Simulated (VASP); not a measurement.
# Al2Cu (I4/mcm) in VASP: a series of runs, part 3 of 3

VASP 6.6.1.

### Step 6. Single point, PBE

This run uses another cell than the first one, of 14.75 Å³/atom.

Input file INCAR:

```
ALGO = Fast ; EDIFF = 1E-7
ENCUT = 520 ; GGA = PE
ISIF = 2 ; ISMEAR = 0
LASPH = T ; LCHARG = T
LELF = T ; LREAL = F
LVHAR = T ; LWAVE = F
NBANDS = 26 ; NELM = 80
PREC = Accurate ; SIGMA = 0.15
```

Input file KPOINTS:

```
k-points
0
Gamma
  10 10 10
```

Input file POSCAR:

```
Al2Cu
1.0
   -2.9959000000      2.9959000000      2.4657000000
    2.9959000000     -2.9959000000      2.4657000000
    2.9959000000      2.9959000000     -2.4657000000
Al Cu
4 2
Direct
    0.1587211657      0.6587211657      0.8174423314
    0.6587211657      0.8412788343      0.5000000000
    0.8412788343      0.3412788343      0.1825576686
    0.3412788343      0.1587211657      0.5000000000
    0.7500000000      0.7500000000      0.0000000000
    0.2500000000      0.2500000000      0.0000000000
```

Potentials or basis: VASP PAW PBE potentials, release 64 (Al, Cu).

On the command line:

```sh
$ cat potpaw_PBE.64/Al/POTCAR potpaw_PBE.64/Cu/POTCAR > POTCAR
$ mpirun -np 1 vasp_std > vasp.out
```

OUTCAR:

```text
EDIFF = 1E-7
   ENCUT = 520
   GGA = PE
   ISIF = 2
   ISMEAR = 0
   LASPH = T
   LREAL = F
   NELM = 80
   PREC = Accurate

 ion  position               nearest neighbor table
   1  0.159  0.659  0.817-   5 2.57   6 2.57   5 2.57   6 2.57   3 2.69   3 2.91   3 2.91   2 3.11
                             4 3.11   4 3.11   2 3.11   4 3.19   2 3.19   2 3.19   4 3.19
   2  0.659  0.841  0.500-   6 2.57   5 2.57   5 2.57   6 2.57   4 2.69   4 2.91   4 2.91   1 3.11
                             3 3.11   1 3.11   3 3.11   1 3.19   3 3.19   1 3.19   3 3.19
   3  0.841  0.341  0.183-   5 2.57   6 2.57   5 2.57   6 2.57   1 2.69   1 2.91   1 2.91   4 3.11
                             2 3.11   2 3.11   4 3.11   2 3.19   4 3.19   4 3.19   2 3.19
   4  0.341  0.159  0.500-   5 2.57   6 2.57   6 2.57   5 2.57   2 2.69   2 2.91   2 2.91   1 3.11
                             3 3.11   1 3.11   3 3.11   1 3.19   3 3.19   3 3.19   1 3.19
   5  0.750  0.750  0.000-   6 2.47   6 2.47   1 2.57   2 2.57   3 2.57   4 2.57   2 2.57   4 2.57
                             1 2.57   3 2.57
   6  0.250  0.250  0.000-   5 2.47   5 2.47   1 2.57   3 2.57   4 2.57   3 2.57   4 2.57   1 2.57
                             2 2.57   2 2.57

  LATTYP: Found a body centered tetragonal cell.
 ALAT       =     5.9918000000
 C/A-ratio  =     0.8230248006

  Lattice vectors:

 A1 = (  -2.9959000000,   2.9959000000,   2.4657000000)
 A2 = (   2.9959000000,  -2.9959000000,   2.4657000000)
 A3 = (   2.9959000000,   2.9959000000,  -2.4657000000)

Analysis of symmetry for initial positions (statically):
=====================================================================
 Subroutine PRICEL returns:
 Original cell was already a primitive cell.

 Routine SETGRP: Setting up the symmetry group for a
 body centered tetragonal supercell.

 Subroutine GETGRP returns: Found 16 space group operations
 (whereof  8 operations were pure point group operations)
 out of a pool of 16 trial point group operations.

The static configuration has the point symmetry C_4h.
 The point group associated with its full space group is D_4h.

Analysis of symmetry for dynamics (positions and initial velocities):
=====================================================================
 Subroutine PRICEL returns:
 Original cell was already a primitive cell.

 Routine SETGRP: Setting up the symmetry group for a
 body centered tetragonal supercell.

 Subroutine GETGRP returns: Found 16 space group operations
 (whereof  8 operations were pure point group operations)
 out of a pool of 16 trial point group operations.

The dynamic configuration has the point symmetry C_4h.
 The point group associated with its full space group is D_4h.

 Subroutine INISYM returns: Found 16 space group operations
 (whereof  8 operations are pure point group operations),
 and found     1 'primitive' translations

----------------------------------------------------------------------------------------

                                     Primitive cell

  volume of cell :      88.5227

  direct lattice vectors                    reciprocal lattice vectors
    -2.995900000  2.995900000  2.465700000     0.000000000  0.166894756  0.202782171
     2.995900000 -2.995900000  2.465700000     0.166894756  0.000000000  0.202782171
     2.995900000  2.995900000 -2.465700000     0.166894756  0.166894756  0.000000000

  length of vectors
[... 51 lines left out ...]
  0.400000 -0.000000  0.000000      8.000000
  0.500000 -0.000000  0.000000      4.000000
[... 16 lines left out ...]
  0.300000  0.300000  0.000000      8.000000
  0.400000  0.300000  0.000000     16.000000
 [... further k-points ...]
   k-points           NKPTS =    102   k-points in BZ     NKDIM =    102   number of bands    NBANDS=     26
   number of dos      NEDOS =    301   number of ions     NIONS =      6
   total plane-waves  NPLWV =  46656
   dimension x,y,z NGX =    36 NGY =   36 NGZ =   36
   dimension x,y,z NGXF=    72 NGYF=   72 NGZF=   72
   ions per type =               4   2
   NGX,Y,Z   is equivalent  to a cutoff of  12.21, 12.21, 12.21 a.u.
   NGXF,Y,Z  is equivalent  to a cutoff of  24.42, 24.42, 24.42 a.u.
 SYSTEM =  unknown system
   PREC   = accura    normal or accurate (medium, high low for compatibility)
   ISTART =      0    job   : 0-new  1-cont  2-samecut
   ICHARG =      2    charge: 1-file 2-atom 10-const
   ISPIN  =      1    spin polarized calculation?
   LNONCOLLINEAR =      F non collinear calculations
   LSORBIT =      F    spin-orbit coupling
   LASPH  =      T    aspherical Exc in radial PAW
   ENCUT  =  520.0 eV  38.22 Ry    6.18 a.u.   9.11  9.11  9.11*2*pi/ulx,y,z
   NELM   =     80;   NELMIN=  2; NELMDL= -5     # of ELM steps
   EDIFF  = 0.1E-06   stopping-criterion for ELM
   LREAL  =      F    real-space projection
   EDIFFG = 0.1E-05   stopping-criterion for IOM
   NSW    =      0    number of steps for IOM
   IBRION =     -1    ionic relax: 0-MD 1-quasi-New 2-CG
   NFREE  =      0    steps in history (QN), initial steepest desc. (CG)
   ISIF   =      2    stress and relaxation
   ISYM   =      2    0-nonsym 1-usesym 2-fastsym
   POTIM  = 0.5000    time-step for ionic-motion
   TEBEG  =    0.0;   TEEND  =   0.0 temperature during run
   PSTRESS=    0.0 pullay stress
   NELECT =      34.0000    total number of electrons
   NUPDOWN=      -1.0000    fix difference up-down
   EMIN   =  10.00;   EMAX   =-10.00  energy-range for DOS
   EFERMI =   0.00;   METHOD = LEGACY
   ISMEAR =     0;   SIGMA  =   0.15  broadening in eV -4-tet -1-fermi 0-gaus
   EFERMI_NEDOS =   21; number of points for ismear=-14 and -15
   IALGO  =     68    algorithm
   IMIX   =      4    mixing-type and parameters
     AMIX     =   0.40;   BMIX     =  1.00
     AMIX_MAG =   1.60;   BMIX_MAG =  1.00
  volume/ion in A,a.u.               =      14.75        99.56
  Fermi-wavevector in a.u.,A,eV,Ry     =   1.190007  2.248787 19.267437  1.416117
  Thomas-Fermi vector in A             =   2.326101
   LORBIT       =      0    0 simple, 1 ext, 2 COOP (PROOUT), +10 PAW based schemes
   GGA     = PE    functional components
   LHFCALC =     F    Hartree Fock is set to
   AEXX    =    0.0000 exact exchange contribution
   IVDW    =     0    specifies the selected vdW correction
   LEPSILON=     F    determine dielectric tensor
   LRPA    =     F    only Hartree local field effects (RPA)
 non-spin polarized calculation
 RMM-DIIS sequential band-by-band and
 Gauss-broadening in eV      SIGMA  =   0.15
  energy-cutoff  :      520.00
  volume of cell :       88.52
 maximum number of plane-waves:      2412
   NGX = 19   NGY = 19   NGZ = 19

 number of electron      33.9999974 magnetization

 Free energy of the ion-electron system (eV)
  ---------------------------------------------------
  ext. energy  EPLUGINS =         0.00000000
  ---------------------------------------------------
  free energy    TOTEN  =       -23.38123880 eV

  energy without entropy =      -23.36030930  energy(sigma->0) =      -23.37077405

 E-fermi :   8.0408     XC(G=0): -10.8989

 val. band max:        8.0263278046   @ k =   0.4000   0.4000   0.0000
 cond. band min:       8.0413944722   @ k =   0.4000   0.2000   0.1000
 fundamental gap:      0.0150666676
 Fermi energy:         8.0407869563

 k-point     1 :       0.0000    0.0000    0.0000
  band No.  band energies     occupation
      1      -2.7335      2.00000
      2       2.7668      2.00000
      3       2.9294      2.00000
      4       2.9294      2.00000
      5       3.0274      2.00000
      6       3.8695      2.00000
[... 685 lines left out ...]
     25      15.1798      0.00000
     26      15.3445      0.00000

 [... further k-points ...]

------------------------ aborting loop because EDIFF is reached ----------------------------------------

  FORCE on cell =-STRESS in cart. coord.  units (eV):
  Direction    XX          YY          ZZ          XY          YZ          ZX
  --------------------------------------------------------------------------------------
  -------------------------------------------------------------------------------------
  Total        1.1156971      1.1156971     -0.2656584      0.0000000      0.0000000      0.0000000
  in kB       20.1930545     20.1930545     -4.8081634      0.0000000      0.0000000      0.0000000
  external PRESSURE =      11.8593152 kB  Pullay stress =       0.0000000 kB

 VOLUME and BASIS-vectors are now :
 -----------------------------------------------------------------------------
  energy-cutoff  :      520.00
  volume of cell :       88.52
      direct lattice vectors                 reciprocal lattice vectors
    -2.995900000  2.995900000  2.465700000     0.000000000  0.166894756  0.202782171
     2.995900000 -2.995900000  2.465700000     0.166894756  0.000000000  0.202782171
     2.995900000  2.995900000 -2.465700000     0.166894756  0.166894756  0.000000000

 POSITION                                       TOTAL-FORCE (eV/Angst)
 -----------------------------------------------------------------------------------
      3.94693      0.95103      0.00000         0.027953      0.027953     -0.000000
      2.04487      0.95103      2.46570        -0.027953      0.027953      0.000000
     -0.95103      2.04487      2.46570        -0.027953     -0.027953     -0.000000
      0.95103      2.04487      0.00000         0.027953     -0.027953      0.000000
      0.00000      0.00000      3.69855         0.000000      0.000000      0.000000
      0.00000      0.00000      1.23285         0.000000      0.000000      0.000000
 -----------------------------------------------------------------------------------
    total drift:                                0.000000     -0.000000      0.000000

  FREE ENERGIE OF THE ION-ELECTRON SYSTEM (eV)
  ---------------------------------------------------
  free  energy   TOTEN  =       -23.3812388030 eV

  energy  without entropy=      -23.3603093030  energy(sigma->0) =      -23.37077405
```

stdout:

```text
POSCAR found type information on POSCAR AlCu
 POSCAR found :  2 types and       6 ions
 scaLAPACK will be used
 LDA part: xc-table for (Slater+PW92), standard interpolation
 POSCAR, INCAR and KPOINTS ok, starting setup
 FFT: planning ... GRIDC
 FFT: planning ... GRID_SOFT
 FFT: planning ... GRID
 WAVECAR not read
 entering main loop
```

Run time: 7.2 min. Hardware: 1 thread of Intel Xeon 8259CL, shared host; peak memory 0.35 GiB.

Results:

```yaml
Free_energy: -23.3812 eV
Pressure: 1.2 GPa
Largest_force: 0.040 eV/Å
Band_gap_on_the_k_mesh: zero (bands 17 and 18 overlap by 4.16 eV)
```

Forces on the atoms (eV/Å):
```
Al   0.028  0.028  0.000
Al  -0.028  0.028  0.000
Al  -0.028 -0.028  0.000
Al   0.028 -0.028  0.000
Cu   0.000  0.000  0.000
Cu   0.000  0.000  0.000
```

Levels at points of the mesh, in eV from the Fermi level:
```tsv
k point	band 13	band 14	band 15	band 16	band 17	band 18	band 19	band 20	band 21	band 22
(0.00, 0.00, 0.00)	-2.80	-1.82	-1.46	-1.23	-1.23	-0.85	-0.32	0.08	1.36	1.36
(0.50, 0.00, 0.00)	-3.04	-3.04	-2.56	-2.56	0.33	0.33	4.10	4.10	4.32	4.32
(0.50, 0.50, 0.00)	-2.97	-2.86	-1.29	-1.28	-0.91	-0.76	0.96	1.46	4.73	4.81
(0.50, 0.50, 0.50)	-3.29	-3.26	-3.26	-1.88	2.51	2.98	2.98	3.43	4.00	4.65
```

### Step 7. Summary

```csv
cell,further INCAR settings,gap on the mesh (eV),pressure (GPa),largest force (eV/Å)
"a = 5.124 Å, angles 104.2, 104.2, 120.6°, 6 atoms",ALGO = Fast; EDIFF = 1e-06; NBANDS = 26,none,-8.8,0.04
"a = 4.903 Å, angles 103.8, 103.8, 121.6°, 6 atoms",ALGO = Fast; EDIFF = 1e-06; NBANDS = 26,none,2.3,0.08
"a = 4.879 Å, angles 106.0, 106.0, 116.6°, 6 atoms",ALGO = Fast; EDIFF = 1e-06; NBANDS = 26,none,2.2,0.24
"a = 4.929 Å, angles 103.3, 103.3, 122.6°, 6 atoms",ALGO = Fast; EDIFF = 1e-07; NBANDS = 26,none,1.4,0.12
"a = 4.902 Å, angles 104.7, 104.7, 119.6°, 6 atoms",ALGO = Fast; EDIFF = 1e-07; NBANDS = 26,none,1.2,0.04
```

Alike in all rows: task single point; level PBE; potentials or basis VASP PAW PBE potentials, release 64 (Al, Cu); no spin polarisation; k mesh 10 × 10 × 10; cutoff (eV) 520; smearing gaussian 0.15 eV.

Caveats: the cell stands under tension (at least some runs).

Absolute energies hang on the potentials; compare differences alone.
